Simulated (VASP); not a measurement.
Here is a VASP 6.6.1 calculation.

INCAR

```
PREC = Accurate
ENCUT = 520
EDIFF = 1E-6
ISMEAR = 0
SIGMA = 0.01
LREAL = False
LASPH = True
NELM = 100
ALGO = Normal
ISIF = 2
LWAVE = False
LCHARG = True
GGA = PE
LELF = True
LVHAR = True
NBANDS = 36
```

KPOINTS

```
regular mesh
0
Gamma
  6 6 6
```

Contents of POSCAR:

```
Al2BiSb
1.0
   -3.0989437329      3.0989437329      6.1930439517
    3.0989437329     -3.0989437329      6.1930439517
    3.0989437329      3.0989437329     -6.1930439517
Sb Al Bi
2 4 2
Direct
    0.0000000000      0.0000000000      0.0000000000
    0.2500000000      0.7500000000      0.5000000000
    0.6250000000      0.6347067672      0.5097067672
    0.8847067672      0.3750000000      0.0097067672
    0.1250000000      0.1152932328      0.4902932328
    0.3652932328      0.8750000000     -0.0097067672
    0.5000000000      0.5000000000      0.0000000000
    0.7500000000      0.2500000000      0.5000000000
```

Potentials or basis: VASP PAW PBE potentials, release 64 (Sb, Al, Bi_d).

The run is started by

```bash
$ cat potpaw_PBE.64/Sb/POTCAR potpaw_PBE.64/Al/POTCAR potpaw_PBE.64/Bi_d/POTCAR > POTCAR
$ mpirun -np 1 vasp_std > vasp.out
```

(1) What does it give for the largest force?

(2) Predict the band gap on the k mesh.

(3) Predict the pressure.

## Answers

(1) 0.045 eV/Å.

(2) 0.77 eV.

(3) 3.2 GPa.

Caveat: the cell stands under pressure; spin-orbit coupling is left out, which moves the levels of the heavy elements.
